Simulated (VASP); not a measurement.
Wanted: the native input for a VASP 6.6.1 run.

```
Task                   : relaxation of cell and atoms
Functional             : r2SCAN
Potentials or basis    : VASP PAW PBE potentials, release 64 (Na_pv, H)
Cutoff                 : 600 eV
k mesh                 : 16 × 16 × 16
Occupations            : fermi-dirac, width 0.1 eV
Spin                   : no spin polarisation
Dipole correction      : no
Further INCAR settings : ALGO = Normal; EDIFF = 1e-06; IBRION = 2; EDIFFG = -0.005; NSW = 60; ISIF = 3
```

NaH (zincblende type):

```
Na H
1.0
     0.00000    2.34727    2.34727
     2.34727    0.00000    2.34727
     2.34727    2.34727    0.00000
Na H
1 1
Direct
  0.00000 0.00000 0.00000
  0.25000 0.25000 0.25000
```

These files were run (other wordings do the same):

POSCAR

```
NaH
1.0
    0.0000000000      2.3472737508      2.3472737508
    2.3472737508      0.0000000000      2.3472737508
    2.3472737508      2.3472737508      0.0000000000
Na H
1 1
Direct
    0.0000000000      0.0000000000      0.0000000000
    0.2500000000      0.2500000000      0.2500000000
```

INCAR.step1

```
PREC     = Accurate       # precision mode
ENCUT    = 600            # plane-wave cutoff, eV
ISMEAR   = -1             # smearing method
SIGMA    = 0.1            # smearing width, eV
LREAL    = F              # projectors in reciprocal space
LASPH    = T              # aspherical terms in the spheres
NELM     = 80             # most SCF steps
GGA      = PE             # functional
ALGO     = Normal         # electronic algorithm
EDIFF    = 1E-4           # SCF threshold, eV
LWAVE    = T              # write WAVECAR
LCHARG   = F              # write CHGCAR
```

INCAR.step2

```
PREC     = Accurate       # precision mode
ENCUT    = 600            # plane-wave cutoff, eV
EDIFF    = 1E-6           # SCF threshold, eV
ISMEAR   = -1             # smearing method
SIGMA    = 0.1            # smearing width, eV
LREAL    = F              # projectors in reciprocal space
LASPH    = T              # aspherical terms in the spheres
NELM     = 80             # most SCF steps
ALGO     = Normal         # electronic algorithm
ISIF     = 3              # what is computed and relaxed
LWAVE    = F              # write WAVECAR
LCHARG   = F              # write CHGCAR
METAGGA  = R2SCAN         # meta-GGA
LMIXTAU  = T            
IBRION   = 2              # ionic algorithm
NSW      = 60             # ionic steps
EDIFFG   = -0.005         # ionic threshold
ISTART   = 1
```

KPOINTS

```
regular mesh
0
Gamma
  16 16 16
```

Potentials or basis: VASP PAW PBE potentials, release 64 (Na_pv, H).

Run with:

```console
$ cat potpaw_PBE.64/Na_pv/POTCAR potpaw_PBE.64/H/POTCAR > POTCAR
$ cp INCAR.step1 INCAR
$ mpirun -np 1 vasp_std > vasp.out
$ cp INCAR.step2 INCAR
$ mpirun -np 1 vasp_std > vasp.out
```

Results of the run:

| Item | Value |
| --- | --- |
| Relaxed volume | 17.35 Å³/atom |
| Relaxed cell | a = 3.661 Å, b = 3.661 Å, c = 3.661 Å, α = 60.00°, β = 60.00°, γ = 60.00° |
| Space group after relaxing (to 0.1 Å) | F-43m (No. 216) |
| Energy gained by relaxing | 102.2 meV/atom |
| Ionic steps | 5 |
| Pressure after relaxing | 0.0 GPa |
| Band gap on the k mesh | 4.06 eV (least direct gap 4.76 eV) |

Caveat: the volume moved by over 15 % at a fixed basis, so the end points are rough; the PAW data sets were made with another functional, which shifts forces and pressure a little.

It took 4.9 min on 1 thread of Intel(R) Xeon(R) 6975P-C (Granite Rapids), with other jobs on the host, peak memory 0.17 GiB.
